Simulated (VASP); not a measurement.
Runs of VASP 6.6.1 on KMgF3. The structure is that of space group Pm-3m (No. 221), or close to it. The cells are those of the table. 

```csv
task,level,potentials or basis,cell,cutoff (eV),gap on the mesh (eV),pressure (GPa),relaxed volume (Å³/atom)
single point,RPBE,"VASP PAW PBE potentials, release 64 (K_sv, Mg, F)","a = 4.137 Å, 5 atoms",520,6.81,-0.4,-
relaxation of cell and atoms,RPBE,"VASP PAW PBE potentials, release 64 (K_sv, Mg, F)","relaxed from a = 3.986 Å, 5 atoms",600,6.85,-0.1,14.08
single point,PBE+D4,"VASP PAW PBE potentials, release 64 (K_sv, Mg, F)","a = 4.034 Å, 5 atoms",520,(a),-0.4,-
single point,LDA,"VASP PAW LDA potentials, release 64 (K_sv, Mg, F)","a = 3.908 Å, 5 atoms",520,7.42,-0.9,-
relaxation of cell and atoms,PBE+D4,"VASP PAW PBE potentials, release 64 (K_sv, Mg, F)","relaxed from a = 3.986 Å, 5 atoms",600,(b),0.0,13.04
relaxation of cell and atoms,LDA,"VASP PAW LDA potentials, release 64 (K_sv, Mg, F)","relaxed from a = 3.986 Å, 5 atoms",600,7.52,0.0,11.80
```

Alike in all rows: no spin polarisation; k mesh 6 × 6 × 6; smearing gaussian 0.01 eV.

Question: Fill in the values left out.

Answer: (a) 7.04; (b) 7.09.

Caveats: the PAW data sets were made with another functional, which shifts forces and pressure a little (some runs); the volume moved by +11 % from the deposited cell, more than functionals usually miss (some runs).

A k mesh can miss the band edges.
